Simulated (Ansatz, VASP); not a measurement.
**BP: VASP beside Ansatz**

```
B P
1.0
     0.00000    2.15974    2.15974
     2.15974    0.00000    2.15974
     2.15974    2.15974    0.00000
B P
1 1
Direct
  0.00000 0.00000 0.00000
  0.50000 0.50000 0.50000
```

Alike in both runs: functional PBE; k mesh 16 × 16 × 16; occupations fermi-dirac, width 0.05 eV; no spin polarisation.

Ansatz relaxed the structure, and its values are those at the end. VASP's run is a single point on that final structure, the one shown.

```csv
,VASP,Ansatz
version,VASP 6.6.1,Ansatz 0.2.0
potentials or method,"VASP PAW PBE potentials, release 64 (B, P)","PAW with Ansatz's default frozen-core files, scalar-relativistic"
plane-wave cutoff (eV),500,420
valence electrons in the cell,8,8
```

|  | VASP | Ansatz | Ansatz less VASP |
| --- | --- | --- | --- |
| pressure (GPa) | -0.2 | 0.0 | +0.22 |
